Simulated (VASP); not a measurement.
Here is a VASP 6.6.1 calculation.

POSCAR

```
ZrC
1.0
    0.0000000000      2.3358635015      2.3358635015
    2.3358635015      0.0000000000      2.3358635015
    2.3358635015      2.3358635015      0.0000000000
Zr C
1 1
Direct
    0.5000000000      0.5000000000      0.5000000000
    0.0000000000      0.0000000000      0.0000000000
```

The input INCAR.step1:

```
SYSTEM = ZrC
  PREC = Accurate
  ENCUT = 660
  ISMEAR = 0
  SIGMA = 0.05
  LREAL = .False.
  LASPH = .True.
  NELM = 120
  NBANDS = 15
  GGA = PE
  ALGO = Normal
  EDIFF = 1E-5
  LWAVE = .True.
  LCHARG = .False.
  GGA_COMPAT = .False.
```

Contents of INCAR.step2:

```
SYSTEM = ZrC
  PREC = Accurate
  ENCUT = 660
  EDIFF = 1E-6
  ISMEAR = 0
  SIGMA = 0.05
  LREAL = .False.
  LASPH = .True.
  NELM = 120
  ALGO = Normal
  ISIF = 2
  LWAVE = .False.
  LCHARG = .False.
  METAGGA = R2SCAN
  LMIXTAU = .True.
  IVDW = 13
  VDW_S6 = 1.0
  VDW_S8 = 0.6018749
  VDW_A1 = 0.51559235
  VDW_A2 = 5.77342911
  NBANDS = 15
  ISTART = 1
  GGA_COMPAT = .False.
```

KPOINTS

```
Automatic mesh
0
Gamma
  8 8 8
  0 0 0
```

Potentials or basis: VASP PAW PBE potentials, release 64 (Zr_sv, C).

Command:

```bash
$ cat potpaw_PBE.64/Zr_sv/POTCAR potpaw_PBE.64/C/POTCAR > POTCAR
$ cp INCAR.step1 INCAR
$ mpirun -np 1 vasp_std > vasp.out
$ cp INCAR.step2 INCAR
$ mpirun -np 1 vasp_std > vasp.out
```

Question: Predict the dispersion energy per atom.

Answer: -0.091 eV.

Question: Estimate the pressure.

Answer: 5.0 GPa.

Question: Predict the band gap on the k mesh.

Answer: Zero (bands 8 and 9 overlap by 1.33 eV).

Caveat: the cell stands under pressure; the PAW data sets were made with another functional, which shifts forces and pressure a little.
